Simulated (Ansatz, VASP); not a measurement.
## Be in VASP and in Ansatz

The input INCAR:

```
PREC = Accurate
ENCUT = 520
EDIFF = 1E-7
ISMEAR = -1
SIGMA = 0.1
LREAL = False
LASPH = True
NELM = 100
ALGO = Normal
ISIF = 2
LWAVE = False
LCHARG = False
GGA = PE
NBANDS = 12
```

The input KPOINTS:

```
regular mesh
0
Gamma
  18 18 5
```

File POSCAR:

```
Be
1.0
    2.3133862599      0.0000000000      0.0000000000
   -1.1566931300      2.0034512698      0.0000000000
    0.0000000000      0.0000000000      7.3645936134
Be
4
Direct
    0.0000000000      1.0000000000      1.0000000000
    0.0000000000      0.0000000000      0.5000000000
    0.3333333333      0.6666666667      0.2500000000
    0.6666666667      0.3333333333      0.7500000000
```

Input for Ansatz:

```yaml
crystal:
  lattice:
    - [2.3133862599, 0.0, 0.0]
    - [-1.15669313, 2.0034512698, 0.0]
    - [0.0, 0.0, 7.3645936134]
  atoms:
    - { symbol: Be, position: [0.0, 1.0, 1.0] }
    - { symbol: Be, position: [0.0, 0.0, 0.5] }
    - { symbol: Be, position: [0.3333333333, 0.6666666667, 0.25] }
    - { symbol: Be, position: [0.6666666667, 0.3333333333, 0.75] }
hamiltonian:
  xc: pbe
  pseudopotentials:
    kind: paw
    azcp:
      Be: "pseudopotentials/Be.paw.azcp"
basis:
  ecutwfc: 420
  fft_grid_basis: typed
kpoints:
  mp_grid: { grid: [18, 18, 5], shift: [0, 0, 0] }
magnetization:
  spin_polarized: false
scf:
  occupations: { method: fermi_dirac, width: 0.1 }
  lower_state_search: "off"
output:
  stress: true
```

Alike in both runs: task single point; functional PBE; k mesh 18 × 18 × 5; occupations fermi-dirac, width 0.1 eV; no spin polarisation.

```csv
,VASP,Ansatz
version,VASP 6.6.1,Ansatz 0.2.0
potentials or method,"VASP PAW PBE potentials, release 64 (Be), cutoff 520 eV","plane waves (420 eV) with PAW, scalar-relativistic"
valence electrons in the cell,8,8
```

Ansatz gave:

| Property | Result |
| --- | --- |
| pressure (GPa) | -8.3 |
| traceless stress, the component that is largest in VASP (GPa) | -0.08 |

Question: Which values does VASP return?

Answer: Pressure (GPa): -8.2; traceless stress, the component that is largest in VASP (GPa): -0.07.

With one functional, cell and mesh, what is left measures potentials, basis and numerics.
